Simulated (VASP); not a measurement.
# Ga (P6/mmm) in VASP: single point with LDA

Aim: the single point of Ga with LDA.

Everything below comes from runs of VASP 6.6.1. Logs are shortened: lines on timing, memory, paths and dates and some standing lists are left out, and cuts for length are marked.

### Step 1. The cell of the first run

Symmetry: P6/mmm, No. 191, hexagonal system. Conventional cell: a = 2.859 Å, b = 2.859 Å, c = 4.076 Å, α = 90.00°, β = 90.00°, γ = 120.00°. Within 3.8 Å of Ga (site symmetry 6/mmm) lie 6 Ga at 2.86 Å.

### Step 2. Single point, LDA

INCAR

```
SYSTEM = Ga
ALGO     = Normal         ! electronic algorithm
EDIFF    = 1E-6           ! SCF threshold, eV
ENCUT    = 500            ! plane-wave cutoff, eV
GGA_COMPAT= .FALSE.      
ISIF     = 2              ! what is computed and relaxed
ISMEAR   = -1             ! smearing method
LASPH    = .TRUE.         ! aspherical terms in the spheres
LCHARG   = .FALSE.        ! write CHGCAR
LREAL    = .FALSE.        ! projectors in reciprocal space
LWAVE    = .FALSE.        ! write WAVECAR
NBANDS   = 12             ! bands
NELM     = 120            ! most SCF steps
PREC     = Accurate       ! precision mode
SIGMA    = 0.1            ! smearing width, eV
```

KPOINTS

```
k-points
0
G
  12 12 7
  0 0 0
```

POSCAR

```
Ga
1.0
    2.8588700000      0.0000000000      0.0000000000
   -1.4294350000      2.4758540000      0.0000000000
    0.0000000000      0.0000000000      4.0762940000
Ga
1
Direct
    0.6666666667      0.3333333333      0.5000000000
```

Potentials or basis: VASP PAW LDA potentials, release 64 (Ga_d).

On the command line:

```
$ cat potpaw_LDA.64/Ga_d/POTCAR > POTCAR
$ mpirun -np 1 vasp_std > vasp.out
```

OUTCAR:

```text
SYSTEM = Ga
   EDIFF = 1E-6
   ENCUT = 500
   ISIF = 2
   ISMEAR = -1
   LASPH = .TRUE.
   LREAL = .FALSE.
   NELM = 120
   PREC = Accurate

 ion  position               nearest neighbor table
   1  0.667  0.333  0.500-

  LATTYP: Found a hexagonal cell.
 ALAT       =     2.8588700000
 C/A-ratio  =     1.4258409791

  Lattice vectors:

 A1 = (   2.8588700000,   0.0000000000,   0.0000000000)
 A2 = (  -1.4294350000,   2.4758540000,   0.0000000000)
 A3 = (   0.0000000000,   0.0000000000,   4.0762940000)

Analysis of symmetry for initial positions (statically):
=====================================================================
 Subroutine PRICEL returns:
 Original cell was already a primitive cell.

 Routine SETGRP: Setting up the symmetry group for a
 hexagonal supercell.

 Subroutine GETGRP returns: Found 24 space group operations
 (whereof 12 operations were pure point group operations)
 out of a pool of 24 trial point group operations.

The static configuration has the point symmetry D_3h.
 The point group associated with its full space group is D_6h.

Analysis of symmetry for dynamics (positions and initial velocities):
=====================================================================
 Subroutine PRICEL returns:
 Original cell was already a primitive cell.

 Routine SETGRP: Setting up the symmetry group for a
 hexagonal supercell.

 Subroutine GETGRP returns: Found 24 space group operations
 (whereof 12 operations were pure point group operations)
 out of a pool of 24 trial point group operations.

The dynamic configuration has the point symmetry D_3h.
 The point group associated with its full space group is D_6h.

 Subroutine INISYM returns: Found 24 space group operations
 (whereof 12 operations are pure point group operations),
 and found     1 'primitive' translations

----------------------------------------------------------------------------------------

                                     Primitive cell

  volume of cell :      28.8526

  direct lattice vectors                    reciprocal lattice vectors
     2.858870000  0.000000000  0.000000000     0.349788553  0.201950519  0.000000000
    -1.429435000  2.475854000  0.000000000     0.000000000  0.403901038  0.000000000
     0.000000000  0.000000000  4.076294000     0.000000000  0.000000000  0.245320872

  length of vectors
     2.858870000  2.858869960  4.076294000     0.403901032  0.403901038  0.245320872

  position of ions in fractional coordinates (direct lattice)
     0.666666667  0.333333333  0.500000000

  ion indices of the primitive-cell ions
   primitive index   ion index
                 1           1

----------------------------------------------------------------------------------------

 KPOINTS: k-points

Automatic generation of k-mesh.
 Grid dimensions read from file:
 generate k-points for:   12   12    7

 Generating k-lattice:

  Cartesian coordinates                     Fractional coordinates (reciprocal lattice)
     0.029149046  0.016829210  0.000000000     0.083333333  0.000000000  0.000000000
     0.000000000  0.033658420  0.000000000     0.000000000  0.083333333  0.000000000
     0.000000000  0.000000000  0.035045839     0.000000000  0.000000000  0.142857143

  Length of vectors
     0.033658419  0.033658420  0.035045839

  Shift w.r.t. Gamma in fractional coordinates (k-lattice)
     0.000000000  0.000000000  0.000000000

 Subroutine IBZKPT returns following result:
 ===========================================

 Found     76 irreducible k-points:

 Following reciprocal coordinates:
            Coordinates               Weight
  0.000000  0.000000  0.000000      1.000000
  0.083333 -0.000000  0.000000      6.000000
  0.166667 -0.000000  0.000000      6.000000
  0.250000 -0.000000  0.000000      6.000000
  0.333333  0.000000  0.000000      6.000000
  0.416667  0.000000  0.000000      6.000000
[... 16 lines left out ...]
  0.250000 -0.000000  0.142857     12.000000
  0.333333  0.000000  0.142857     12.000000
 [... further k-points ...]
   k-points           NKPTS =     76   k-points in BZ     NKDIM =     76   number of bands    NBANDS=     12
   number of dos      NEDOS =    301   number of ions     NIONS =      1
   total plane-waves  NPLWV =  17280
   dimension x,y,z NGX =    24 NGY =   24 NGZ =   30
   dimension x,y,z NGXF=    48 NGYF=   48 NGZF=   60
   ions per type =               1
   NGX,Y,Z   is equivalent  to a cutoff of  13.96, 13.96, 12.24 a.u.
   NGXF,Y,Z  is equivalent  to a cutoff of  27.91, 27.91, 24.47 a.u.
 SYSTEM =  Ga
   PREC   = accura    normal or accurate (medium, high low for compatibility)
   ISTART =      0    job   : 0-new  1-cont  2-samecut
   ICHARG =      2    charge: 1-file 2-atom 10-const
   ISPIN  =      1    spin polarized calculation?
   LNONCOLLINEAR =      F non collinear calculations
   LSORBIT =      F    spin-orbit coupling
   LASPH  =      T    aspherical Exc in radial PAW
   ENCUT  =  500.0 eV  36.75 Ry    6.06 a.u.   5.21  5.21  7.43*2*pi/ulx,y,z
   NELM   =    120;   NELMIN=  2; NELMDL= -5     # of ELM steps
   EDIFF  = 0.1E-05   stopping-criterion for ELM
   LREAL  =      F    real-space projection
   EDIFFG = 0.1E-04   stopping-criterion for IOM
   NSW    =      0    number of steps for IOM
   IBRION =     -1    ionic relax: 0-MD 1-quasi-New 2-CG
   NFREE  =      0    steps in history (QN), initial steepest desc. (CG)
   ISIF   =      2    stress and relaxation
   ISYM   =      2    0-nonsym 1-usesym 2-fastsym
   POTIM  = 0.5000    time-step for ionic-motion
   TEBEG  =    0.0;   TEEND  =   0.0 temperature during run
   PSTRESS=    0.0 pullay stress
   NELECT =      13.0000    total number of electrons
   NUPDOWN=      -1.0000    fix difference up-down
   EMIN   =  10.00;   EMAX   =-10.00  energy-range for DOS
   EFERMI =   0.00;   METHOD = LEGACY
   ISMEAR =    -1;   SIGMA  =   0.10  broadening in eV -4-tet -1-fermi 0-gaus
   EFERMI_NEDOS =   21; number of points for ismear=-14 and -15
   IALGO  =     38    algorithm
   IMIX   =      4    mixing-type and parameters
     AMIX     =   0.40;   BMIX     =  1.00
     AMIX_MAG =   1.60;   BMIX_MAG =  1.00
  volume/ion in A,a.u.               =      28.85       194.71
  Fermi-wavevector in a.u.,A,eV,Ry     =   1.255050  2.371700 21.431218  1.575150
  Thomas-Fermi vector in A             =   2.388825
   LORBIT       =      0    0 simple, 1 ext, 2 COOP (PROOUT), +10 PAW based schemes
   GGA     = CA    functional components
   LHFCALC =     F    Hartree Fock is set to
   AEXX    =    0.0000 exact exchange contribution
   IVDW    =     0    specifies the selected vdW correction
   LEPSILON=     F    determine dielectric tensor
   LRPA    =     F    only Hartree local field effects (RPA)
 non-spin polarized calculation
  energy-cutoff  :      500.00
  volume of cell :       28.85
 maximum number of plane-waves:       752
 NGX is ok and might be reduce to    24
   NGX = 11   NGY = 11   NGZ = 15

 number of electron      13.0000010 magnetization

 Free energy of the ion-electron system (eV)
  ---------------------------------------------------
  ext. energy  EPLUGINS =         0.00000000
  ---------------------------------------------------
  free energy    TOTEN  =        -3.07706392 eV

  energy without entropy =       -3.05570528  energy(sigma->0) =       -3.06638460

 E-fermi :   2.0113     XC(G=0):  -9.0737

 val. band max:        1.9853972457   @ k =   0.3333   0.1667   0.1429
 cond. band min:       2.0644452813   @ k =   0.3333   0.3333   0.2857
 fundamental gap:      0.0790480356
 Fermi energy:         2.0113343182

 k-point     1 :       0.0000    0.0000    0.0000
  band No.  band energies     occupation
      1     -13.0756      2.00000
      2     -12.9352      2.00000
      3     -12.9352      2.00000
      4     -12.8063      2.00000
      5     -12.8063      2.00000
      6      -7.1741      2.00000
      7       2.6841      0.00239
      8       6.1508      0.00000
      9      14.8266      0.00000
     10      14.8266      0.00000
     11      19.5257      0.00000
     12      19.5334      0.00000

 k-point     2 :       0.0833   -0.0000    0.0000
  band No.  band energies     occupation
      1     -13.0613      2.00000
      2     -12.9403      2.00000
      3     -12.9175      2.00000
      4     -12.8182      2.00000
      5     -12.8088      2.00000
      6      -7.0076      2.00000
      7       2.8636      0.00040
      8       6.3082      0.00000
      9      13.1082      0.00000
     10      14.1219      0.00000
     11      17.4902      0.00000
     12      20.5451      0.00000

 k-point     3 :       0.1667   -0.0000    0.0000
  band No.  band energies     occupation
      1     -13.0351      2.00000
      2     -12.9435      2.00000
      3     -12.8688      2.00000
      4     -12.8504      2.00000
      5     -12.8154      2.00000
      6      -6.5028      2.00000
      7       3.3948      0.00000
      8       6.7735      0.00000
      9      10.0341      0.00000
     10      12.8440      0.00000
     11      16.1552      0.00000
     12      20.4297      0.00000
[... 286 lines left out ...]
 k-point    23 :       0.2500   -0.0000    0.1429
  band No.  band energies     occupation
      1     -13.0390      2.00000
      2     -12.9105      2.00000
      3     -12.8944      2.00000
      4     -12.8249      2.00000
      5     -12.8013      2.00000
      6      -5.5573      2.00000
      7       3.2033      0.00001
      8       6.9367      0.00000
      9       9.1205      0.00000
     10      11.7268      0.00000
     11      15.2578      0.00000
     12      16.1302      0.00000

 k-point    24 :       0.3333    0.0000    0.1429
  band No.  band energies     occupation
      1     -13.0663      2.00000
      2     -12.9368      2.00000
      3     -12.8610      2.00000
      4     -12.8339      2.00000
      5     -12.7328      2.00000
      6      -4.3476      2.00000
      7       4.0132      0.00000
      8       4.4198      0.00000
      9      10.1317      0.00000
     10      10.8170      0.00000
     11      13.4670      0.00000
     12      14.5858      0.00000

 [... further k-points ...]
[... 5 lines left out ...]
  --------------------------------------------------------------------------------------
  -------------------------------------------------------------------------------------
  Total       -0.8992068     -0.8992068     -0.9438613      0.0000000      0.0000000      0.0000000
  in kB      -49.9327230    -49.9327211    -52.4123728      0.0000000      0.0000000      0.0000000
  external PRESSURE =     -50.7592723 kB  Pullay stress =       0.0000000 kB

 VOLUME and BASIS-vectors are now :
 -----------------------------------------------------------------------------
  energy-cutoff  :      500.00
  volume of cell :       28.85
      direct lattice vectors                 reciprocal lattice vectors
     2.858870000  0.000000000  0.000000000     0.349788553  0.201950519  0.000000000
    -1.429435000  2.475854000  0.000000000     0.000000000  0.403901038  0.000000000
     0.000000000  0.000000000  4.076294000     0.000000000  0.000000000  0.245320872

 POSITION                                       TOTAL-FORCE (eV/Angst)
 -----------------------------------------------------------------------------------
      1.42944      0.82528      2.03815         0.000000     -0.000000      0.000000
 -----------------------------------------------------------------------------------
    total drift:                               -0.000000      0.000000     -0.000000

  FREE ENERGIE OF THE ION-ELECTRON SYSTEM (eV)
  ---------------------------------------------------
  free  energy   TOTEN  =        -3.0770639170 eV

  energy  without entropy=       -3.0557052804  energy(sigma->0) =       -3.06638460
```

Run time: 29 s. Hardware: 1 thread of AMD EPYC 7R13, shared host; peak memory 0.11 GiB.

Results:

```yaml
Free_energy: -3.0771 eV
Pressure: -5.1 GPa
```

Stress tensor (GPa, compression positive):
```
-4.99  0.00  0.00
 0.00 -4.99  0.00
 0.00  0.00 -5.24
```
